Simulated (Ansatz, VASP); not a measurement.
**P: VASP beside Ansatz**

INCAR

```
PREC     = Accurate       # precision mode
ENCUT    = 600            # plane-wave cutoff, eV
EDIFF    = 1E-6           # SCF threshold, eV
ISMEAR   = 0              # smearing method
SIGMA    = 0.02           # smearing width, eV
LREAL    = F              # projectors in reciprocal space
LASPH    = T              # aspherical terms in the spheres
NELM     = 100            # most SCF steps
ALGO     = Normal         # electronic algorithm
ISIF     = 3              # what is computed and relaxed
LWAVE    = F              # write WAVECAR
LCHARG   = F              # write CHGCAR
GGA      = CA             # functional
IBRION   = 2              # ionic algorithm
NSW      = 100            # ionic steps
EDIFFG   = -0.005         # ionic threshold
```

KPOINTS

```
regular mesh
0
Gamma
  8 1 6
```

File POSCAR:

```
P
1.0
    3.2837277200      0.0000000000      0.0000000000
    0.0000000000     34.8570309900      0.0000000000
    0.0000000000      0.0000000000      4.6320847100
P
4
Direct
    0.0000000000      0.9702614300      0.5921507200
    0.0000000000      0.0297385700      0.4078492800
    0.5000000000      0.0297385700      0.0921507200
    0.5000000000      0.9702614300      0.9078492800
```

Input for Ansatz:

```yaml
crystal:
  lattice:
    - [3.28372772, 0.0, 0.0]
    - [0.0, 34.85703099, 0.0]
    - [0.0, 0.0, 4.63208471]
  atoms:
    - { symbol: P, position: [0.0, 0.97026143, 0.59215072] }
    - { symbol: P, position: [0.0, 0.02973857, 0.40784928] }
    - { symbol: P, position: [0.5, 0.02973857, 0.09215072] }
    - { symbol: P, position: [0.5, 0.97026143, 0.90784928] }
basis:
  ecutwfc: 420
kpoints:
  mp_grid: { grid: [8, 1, 6] }
hamiltonian:
  xc: lda
scf:
  occupations: { method: gaussian, width: 0.02 }
output:
  forces: true
  stress: true
  eigenvalues: true
relax:
  adjacent_minimum: "off"
  f_tol: 0.005
  max_steps: 80
  cell: { stress_tol: 0.05 }
```

Alike in both runs: task relaxation of cell and atoms; functional LDA; k mesh 8 × 1 × 6; occupations gaussian, width 0.02 eV; no spin polarisation.

|  | VASP | Ansatz |
| --- | --- | --- |
| version | VASP 6.6.1 | Ansatz 0.2.0 |
| potentials or method | VASP PAW LDA potentials, release 64 (P), cutoff 600 eV | scalar-relativistic, plane waves, PAW |
| valence electrons in the cell | 20 | 20 |

```csv
,VASP,Ansatz,Ansatz less VASP
"gap on the k mesh at the Fermi level, each at its own relaxed structure (eV)",0.60,0.59,-0.018
relaxed volume (Å³/atom),125.41,124.65,-0.759
relaxed cell length with the largest relative difference (Å),35.134,34.880,-0.2535
```

LDA's correlation is that of Perdew and Zunger in VASP and of Perdew and Wang (1992) in Ansatz.
